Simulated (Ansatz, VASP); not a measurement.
One calculation of SbMo2, two programs

INCAR

```
SYSTEM = SbMo2
PREC     = Accurate       ! precision mode
ENCUT    = 600            ! plane-wave cutoff, eV
EDIFF    = 1E-6           ! SCF threshold, eV
ISMEAR   = 0              ! smearing method
SIGMA    = 0.1            ! smearing width, eV
LREAL    = .False.        ! projectors in reciprocal space
LASPH    = .True.         ! aspherical terms in the spheres
NELM     = 60             ! most SCF steps
ALGO     = Normal         ! electronic algorithm
ISIF     = 3              ! what is computed and relaxed
LWAVE    = .False.        ! write WAVECAR
LCHARG   = .False.        ! write CHGCAR
GGA      = PE             ! functional
IBRION   = 2              ! ionic algorithm
NSW      = 90             ! ionic steps
EDIFFG   = -0.04          ! ionic threshold
```

The input KPOINTS:

```
regular mesh
0
Gamma
  6 6 6
  0 0 0
```

Contents of POSCAR:

```
SbMo2
1.0
    4.8156643200      0.0000000000      0.0000000000
   -2.4078321600      4.1704876400      0.0000000000
    0.0000000000      0.0000000000      2.9520022300
Sb Mo
1 2
Direct
    0.0000000000      0.0000000000      0.0000000000
    0.3333333300      0.6666666700      0.5000000000
    0.6666666700      0.3333333300      0.5000000000
```

Input for Ansatz:

```yaml
crystal:
  lattice:
    - [4.81566432, 0.0, 0.0]
    - [-2.40783216, 4.17048764, 0.0]
    - [0.0, 0.0, 2.95200223]
  atoms:
    - { symbol: Sb, position: [0.0, 0.0, 0.0] }
    - { symbol: Mo, position: [0.33333333, 0.66666667, 0.5] }
    - { symbol: Mo, position: [0.66666667, 0.33333333, 0.5] }
basis:
  ecutwfc: 420
kpoints:
  mp_grid: { grid: [6, 6, 6] }
hamiltonian:
  xc: pbe
scf:
  occupations: { method: gaussian, width: 0.1 }
  lower_state_search: "off"
output:
  forces: true
  stress: true
  eigenvalues: true
relax:
  adjacent_minimum: "off"
  f_tol: 0.04
  max_steps: 70
  cell: { stress_tol: 0.4 }
```

Alike in both runs: task relaxation of cell and atoms; functional PBE; k mesh 6 × 6 × 6; occupations gaussian, width 0.1 eV; no spin polarisation.

```csv
,VASP,Ansatz
version,VASP 6.6.1,Ansatz 0.2.0
potentials or method,"VASP PAW PBE potentials, release 64 (Sb, Mo_sv), cutoff 600 eV","scalar-relativistic, plane waves, PAW"
valence electrons in the cell,33,43
```

```csv
,VASP,Ansatz,Ansatz less VASP
"gap on the k mesh at the Fermi level, each at its own relaxed structure (eV)",none,none,-
relaxed volume (Å³/atom),18.58,18.56,-0.028
relaxed length of the cell vector where the two differ most in proportion (Å),3.242,3.238,-0.0043
```

A gap of «none» marks a metal or a gap that the smearing closes. VASP's potentials hold 33 valence electrons a cell and Ansatz's 43, so a difference there can come from the potentials and not from the codes.

Neither program's run includes spin-orbit coupling.
